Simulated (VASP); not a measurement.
# CuGe16 (a cell with a defect) in VASP: single point with r2SCAN

Aim: the single point of CuGe16 (a cell with a defect) with r2SCAN.

Everything below comes from runs of VASP 6.6.1. Logs are shortened: lines on timing, memory, paths and dates and some standing lists are left out, and cuts for length are marked.

## (1) The cell of the first run

The cell holds a defect, 17 atoms: a = 8.004 Å, b = 8.004 Å, c = 8.004 Å, α = 60.00°, β = 60.00°, γ = 60.00°.

## (2) Single point, r2SCAN

POSCAR reads:

```
CuGe16
1.0
    0.0000000000      5.6600000000      5.6600000000
    5.6600000000      0.0000000000      5.6600000000
    5.6600000000      5.6600000000      0.0000000000
Ge Cu
16 1
Direct
   -0.0044822429     -0.0042382068      0.0050347327
    0.1163108356      0.1152407405      0.1369165132
    0.0082103185      0.0063945718      0.5077638354
    0.1311252466      0.1320564328      0.6319316343
   -0.0188900010      0.5024826405      0.0033611743
    0.1130627166      0.6229822039      0.1228095538
   -0.0044142798      0.5050297811      0.4955964877
    0.1167552674      0.6355779195      0.6160243391
    0.5033369237     -0.0197900943      0.0030971157
    0.6226585115      0.1132406796      0.1227881518
    0.5044343991     -0.0039919176      0.4956682026
    0.6375733812      0.1150878576      0.6155370863
    0.4854753976      0.4857394551     -0.0151486878
    0.6106321172      0.6095325268      0.1094684243
    0.5033785373      0.5022449488      0.4803658135
    0.6227303829      0.6231386628      0.6123309634
    0.3105135884      0.3065629980      0.8085137597
```

INCAR.step1 reads:

```
SYSTEM = CuGe16
ALGO = Normal ; EDIFF = 1E-4
ENCUT = 520 ; GGA = PE
ISMEAR = -1 ; LASPH = .True.
LCHARG = .False. ; LREAL = Auto
LWAVE = .True. ; NBANDS = 132
NELM = 100 ; PREC = Accurate
SIGMA = 0.15
```

INCAR.step2 reads:

```
SYSTEM = CuGe16
ALGO = Normal ; EDIFF = 1E-6
ENCUT = 520 ; ISIF = 2
ISMEAR = -1 ; ISTART = 1
LASPH = .True. ; LCHARG = .False.
LMIXTAU = .True. ; LREAL = Auto
LWAVE = .False. ; METAGGA = R2SCAN
NBANDS = 132 ; NELM = 100
PREC = Accurate ; SIGMA = 0.15
```

KPOINTS reads:

```
k-points
0
Gamma
  2 2 2
  0 0 0
```

Potentials or basis: VASP PAW PBE potentials, release 64 (Ge_d, Cu).

Started as:

```console
$ cat potpaw_PBE.64/Ge_d/POTCAR potpaw_PBE.64/Cu/POTCAR > POTCAR
$ cp INCAR.step1 INCAR
$ mpirun -np 1 vasp_std > vasp.out
$ cp INCAR.step2 INCAR
$ mpirun -np 1 vasp_std > vasp.out
```

OUTCAR:

```text
SYSTEM = CuGe16
   EDIFF = 1E-6
   ENCUT = 520
   ISIF = 2
   ISMEAR = -1
   ISTART = 1
   LASPH = .True.
   LREAL = Auto
   METAGGA = R2SCAN
   NELM = 100
   PREC = Accurate

 ion  position               nearest neighbor table
   1  0.996  0.996  0.005-   2 2.43   6 2.44  10 2.44   4 2.44
   2  0.116  0.115  0.137-   3 2.43   1 2.43  17 2.44   9 2.53   5 2.53
   3  0.008  0.006  0.508-  12 2.43   8 2.43   2 2.43   4 2.44
   4  0.131  0.132  0.632-   3 2.44   7 2.44   1 2.44  11 2.45
   5  0.981  0.502  0.003-   6 2.43  14 2.43  17 2.46   2 2.53   8 2.53
   6  0.113  0.623  0.123-   5 2.43   1 2.44   7 2.44  13 2.44
   7  0.996  0.505  0.496-   8 2.43   6 2.44  16 2.44   4 2.44
   8  0.117  0.636  0.616-   7 2.43   3 2.43  17 2.44  15 2.53   5 2.53
   9  0.503  0.980  0.003-  10 2.43  14 2.43  17 2.44   2 2.53  12 2.53
  10  0.623  0.113  0.123-   9 2.43   1 2.44  11 2.44  13 2.44
  11  0.504  0.996  0.496-  12 2.43  10 2.44  16 2.44   4 2.45
  12  0.638  0.115  0.616-  17 2.43   3 2.43  11 2.43  15 2.53   9 2.53
  13  0.485  0.486  0.985-   6 2.44  16 2.44  14 2.44  10 2.44
  14  0.611  0.610  0.109-   5 2.43   9 2.43  15 2.43  13 2.44
  15  0.503  0.502  0.480-  16 2.43  14 2.43  17 2.45   8 2.53  12 2.53
  16  0.623  0.623  0.612-  15 2.43   7 2.44  11 2.44  13 2.44
  17  0.311  0.307  0.809-  12 2.43   9 2.44   2 2.44   8 2.44  15 2.45   5 2.46

  LATTYP: Found a face centered cubic cell.
 ALAT       =    11.3200000000

  Lattice vectors:

 A1 = (   0.0000000000,   5.6600000000,   5.6600000000)
 A2 = (   5.6600000000,   0.0000000000,   5.6600000000)
 A3 = (   5.6600000000,   5.6600000000,   0.0000000000)

Analysis of symmetry for initial positions (statically):
=====================================================================
 Subroutine PRICEL returns:
 Original cell was already a primitive cell.

 Routine SETGRP: Setting up the symmetry group for a
 face centered cubic supercell.

 Subroutine GETGRP returns: Found  1 space group operations
 (whereof  1 operations were pure point group operations)
 out of a pool of 48 trial point group operations.

The static configuration has the point symmetry C_1 .

Analysis of symmetry for dynamics (positions and initial velocities):
=====================================================================
 Subroutine PRICEL returns:
 Original cell was already a primitive cell.

 Routine SETGRP: Setting up the symmetry group for a
 face centered cubic supercell.

 Subroutine GETGRP returns: Found  1 space group operations
 (whereof  1 operations were pure point group operations)
 out of a pool of 48 trial point group operations.

The dynamic configuration has the point symmetry C_1 .

 Subroutine INISYM returns: Found  1 space group operations
 (whereof  1 operations are pure point group operations),
 and found     1 'primitive' translations

----------------------------------------------------------------------------------------

                                     Primitive cell

  volume of cell :     362.6430

  direct lattice vectors                    reciprocal lattice vectors
     0.000000000  5.660000000  5.660000000    -0.088339223  0.088339223  0.088339223
     5.660000000  0.000000000  5.660000000     0.088339223 -0.088339223  0.088339223
     5.660000000  5.660000000  0.000000000     0.088339223  0.088339223 -0.088339223

  length of vectors
     8.004448763  8.004448763  8.004448763     0.153008022  0.153008022  0.153008022

  position of ions in fractional coordinates (direct lattice)
     0.995517757  0.995761793  0.005034733
     0.116310836  0.115240740  0.136916513
     0.008210318  0.006394572  0.507763835
     0.131125247  0.132056433  0.631931634
     0.981109999  0.502482640  0.003361174
     0.113062717  0.622982204  0.122809554
[... 9 lines left out ...]
     0.622730383  0.623138663  0.612330963
     0.310513588  0.306562998  0.808513760

  ion indices of the primitive-cell ions
   primitive index   ion index
                 1           1
                 2           2
                 3           3
                 4           4
                 5           5
                 6           6
[... 9 lines left out ...]
                16          16
                17          17

----------------------------------------------------------------------------------------

 KPOINTS: k-points

Automatic generation of k-mesh.
 Grid dimensions read from file:
 generate k-points for:    2    2    2

 Generating k-lattice:

  Cartesian coordinates                     Fractional coordinates (reciprocal lattice)
    -0.044169611  0.044169611  0.044169611     0.500000000  0.000000000  0.000000000
     0.044169611 -0.044169611  0.044169611     0.000000000  0.500000000  0.000000000
     0.044169611  0.044169611 -0.044169611     0.000000000  0.000000000  0.500000000

  Length of vectors
     0.076504011  0.076504011  0.076504011

  Shift w.r.t. Gamma in fractional coordinates (k-lattice)
     0.000000000  0.000000000  0.000000000

 Subroutine IBZKPT returns following result:
 ===========================================

 Found      8 irreducible k-points:

 Following reciprocal coordinates:
            Coordinates               Weight
  0.000000  0.000000  0.000000      1.000000
  0.500000  0.000000  0.000000      1.000000
  0.000000  0.500000  0.000000      1.000000
  0.000000  0.000000  0.500000      1.000000
  0.500000  0.500000  0.500000      1.000000
  0.500000  0.500000  0.000000      1.000000
  0.000000  0.500000  0.500000      1.000000
  0.500000  0.000000  0.500000      1.000000
   k-points           NKPTS =      8   k-points in BZ     NKDIM =      8   number of bands    NBANDS=    132
   number of dos      NEDOS =    301   number of ions     NIONS =     17
   total plane-waves  NPLWV = 216000
   dimension x,y,z NGX =    60 NGY =   60 NGZ =   60
   dimension x,y,z NGXF=   120 NGYF=  120 NGZF=  120
   ions per type =              16   1
   NGX,Y,Z   is equivalent  to a cutoff of  12.46, 12.46, 12.46 a.u.
   NGXF,Y,Z  is equivalent  to a cutoff of  24.92, 24.92, 24.92 a.u.
 SYSTEM =  CuGe16
   PREC   = accura    normal or accurate (medium, high low for compatibility)
   ISTART =      1    job   : 0-new  1-cont  2-samecut
   ICHARG =      0    charge: 1-file 2-atom 10-const
   ISPIN  =      1    spin polarized calculation?
   LNONCOLLINEAR =      F non collinear calculations
   LSORBIT =      F    spin-orbit coupling
   LASPH  =      T    aspherical Exc in radial PAW
   ENCUT  =  520.0 eV  38.22 Ry    6.18 a.u.  14.88 14.88 14.88*2*pi/ulx,y,z
   NELM   =    100;   NELMIN=  2; NELMDL=  0     # of ELM steps
   EDIFF  = 0.1E-05   stopping-criterion for ELM
   LREAL  =      T    real-space projection
   EDIFFG = 0.1E-04   stopping-criterion for IOM
   NSW    =      0    number of steps for IOM
   IBRION =     -1    ionic relax: 0-MD 1-quasi-New 2-CG
   NFREE  =      0    steps in history (QN), initial steepest desc. (CG)
   ISIF   =      2    stress and relaxation
   ISYM   =      2    0-nonsym 1-usesym 2-fastsym
   POTIM  = 0.5000    time-step for ionic-motion
   TEBEG  =    0.0;   TEEND  =   0.0 temperature during run
   PSTRESS=    0.0 pullay stress
   NELECT =     235.0000    total number of electrons
   NUPDOWN=      -1.0000    fix difference up-down
   EMIN   =  10.00;   EMAX   =-10.00  energy-range for DOS
   EFERMI =   0.00;   METHOD = LEGACY
   ISMEAR =    -1;   SIGMA  =   0.15  broadening in eV -4-tet -1-fermi 0-gaus
   EFERMI_NEDOS =   21; number of points for ismear=-14 and -15
   IALGO  =     38    algorithm
   IMIX   =      4    mixing-type and parameters
     AMIX     =   0.40;   BMIX     =  1.00
     AMIX_MAG =   1.60;   BMIX_MAG =  1.00
  volume/ion in A,a.u.               =      21.33       143.96
  Fermi-wavevector in a.u.,A,eV,Ry     =   1.416678  2.677132 27.306558  2.006975
  Thomas-Fermi vector in A             =   2.537987
   LORBIT       =      0    0 simple, 1 ext, 2 COOP (PROOUT), +10 PAW based schemes
   METAGGA = R2SCAN    functional components
   LHFCALC =     F    Hartree Fock is set to
   AEXX    =    0.0000 exact exchange contribution
   IVDW    =     0    specifies the selected vdW correction
   LEPSILON=     F    determine dielectric tensor
   LRPA    =     F    only Hartree local field effects (RPA)
 non-spin polarized calculation
  energy-cutoff  :      520.00
  volume of cell :      362.64
 maximum number of plane-waves:      9841
 NGX is ok and might be reduce to    60
   NGX = 29   NGY = 29   NGZ = 29

 number of electron     234.9999967 magnetization

 Free energy of the ion-electron system (eV)
  ---------------------------------------------------
  ext. energy  EPLUGINS =         0.00000000
  ---------------------------------------------------
  free energy    TOTEN  =      -229.15379713 eV

  energy without entropy =     -228.83007312  energy(sigma->0) =     -228.99193513

 E-fermi :   5.5481     XC(G=0): -11.0725

 val. band max:        5.4563897304   @ k =   0.0000   0.0000   0.0000
 cond. band min:       5.7008113361   @ k =   0.0000   0.0000   0.0000
 fundamental gap:      0.2444216057
 Fermi energy:         5.5480987068

 k-point     1 :       0.0000    0.0000    0.0000
  band No.  band energies     occupation
      1     -20.3703      2.00000
      2     -20.3692      2.00000
      3     -20.3612      2.00000
      4     -20.3607      2.00000
      5     -20.3434      2.00000
      6     -20.3360      2.00000
[... 121 lines left out ...]
    128       6.2463      0.01885
    129       7.5239      0.00000

 k-point     2 :       0.5000    0.0000    0.0000
  band No.  band energies     occupation
      1     -20.3785      2.00000
      2     -20.3704      2.00000
      3     -20.3657      2.00000
      4     -20.3627      2.00000
      5     -20.3481      2.00000
      6     -20.3438      2.00000
[... 913 lines left out ...]
    128       9.5906      0.00000
    129       9.6459      0.00000
 [bands above 129 left out]

------------------------ aborting loop because EDIFF is reached ----------------------------------------

  FORCE on cell =-STRESS in cart. coord.  units (eV):
  Direction    XX          YY          ZZ          XY          YZ          ZX
  --------------------------------------------------------------------------------------
  -------------------------------------------------------------------------------------
  Total        9.5294944      9.5632385      9.5654690     -0.2559576     -0.1991342     -0.2382163
  in kB       42.1018473     42.2509305     42.2607852     -1.1308354     -0.8797862     -1.0524532
  external PRESSURE =      42.2045210 kB  Pullay stress =       0.0000000 kB

 VOLUME and BASIS-vectors are now :
 -----------------------------------------------------------------------------
  energy-cutoff  :      520.00
  volume of cell :      362.64
      direct lattice vectors                 reciprocal lattice vectors
     0.000000000  5.660000000  5.660000000    -0.088339223  0.088339223  0.088339223
     5.660000000  0.000000000  5.660000000     0.088339223 -0.088339223  0.088339223
     5.660000000  5.660000000  0.000000000     0.088339223  0.088339223 -0.088339223

 POSITION                                       TOTAL-FORCE (eV/Angst)
 -----------------------------------------------------------------------------------
      5.66451      5.66313     11.27064        -0.014493     -0.019069      0.006305
      1.42721      1.43327      1.31058         0.018605     -0.005227     -0.006701
      2.91014      2.92041      0.08266         0.010241      0.008104      0.015206
      4.32417      4.31890      1.48961         0.029167      0.055643      0.047620
      2.86308      5.57211      8.39713        -0.067812     -0.000917      0.001482
      4.22118      1.33504      4.16601         0.005212      0.002285      0.003252
[... 9 lines left out ...]
      6.99276      6.99045      7.05162        -0.001948     -0.002655      0.003960
      6.31133      6.33369      3.49265         0.064620     -0.042749     -0.000485
 -----------------------------------------------------------------------------------
    total drift:                               -0.006839     -0.019673     -0.011114

  FREE ENERGIE OF THE ION-ELECTRON SYSTEM (eV)
  ---------------------------------------------------
  free  energy   TOTEN  =      -229.1537971344 eV

  energy  without entropy=     -228.8300731234  energy(sigma->0) =     -228.99193513
```

Run time: 60 min. Hardware: 1 thread of Oxide Virtual Turin-like, shared host; peak memory 0.66 GiB.

Results:

| Property | Result |
| --- | --- |
| Free energy | -229.1538 eV |
| Pressure | 4.2 GPa |
| Largest force | 0.079 eV/Å |
| Band gap on the k mesh | zero (an odd number of electrons rules out a gap without spin polarisation) |

Forces on the atoms (eV/Å):
```
Ge  -0.014 -0.019  0.006
Ge   0.019 -0.005 -0.007
Ge   0.010  0.008  0.015
Ge   0.029  0.056  0.048
Ge  -0.068 -0.001  0.001
Ge   0.005  0.002  0.003
Ge  -0.013  0.005 -0.020
Ge   0.020 -0.001 -0.009
Ge  -0.020  0.013 -0.012
Ge  -0.002  0.010 -0.002
Ge   0.002 -0.019 -0.023
Ge  -0.023  0.006  0.006
Ge   0.001  0.007  0.005
Ge   0.000 -0.015 -0.019
Ge  -0.010 -0.001  0.004
Ge  -0.002 -0.003  0.004
Cu   0.065 -0.043  0.000
```

Stress tensor (GPa, compression positive):
```
 4.21 -0.11 -0.11
-0.11  4.23 -0.09
-0.11 -0.09  4.23
```

Levels at points of the mesh, in eV from the Fermi level:
```tsv
k point	band 115	band 116	band 117	band 118	band 119	band 120
(0.00, 0.00, 0.00)	-0.89	-0.37	-0.25	-0.22	-0.21	-0.09
(0.50, 0.00, 0.00)	-1.44	-1.33	-1.10	0.30	0.31	0.58
(0.00, 0.50, 0.00)	-1.44	-1.33	-1.11	0.29	0.31	0.58
(0.00, 0.00, 0.50)	-1.44	-1.33	-1.11	0.29	0.31	0.58
(0.50, 0.50, 0.50)	-1.37	-0.87	-0.86	0.31	0.49	0.58
(0.50, 0.50, 0.00)	-1.97	-1.96	-1.60	0.56	0.59	1.50
(0.00, 0.50, 0.50)	-1.98	-1.96	-1.59	0.56	0.59	1.50
(0.50, 0.00, 0.50)	-1.97	-1.96	-1.59	0.56	0.59	1.50
```

Caveat: the k points lie up to 0.48 Å⁻¹ apart, too coarse for converged energies and pressures of a metal; the PAW data sets were made with another functional, which shifts forces and pressure a little.

The gap in the log of VASP goes by the Fermi energy; the results here count the filled bands.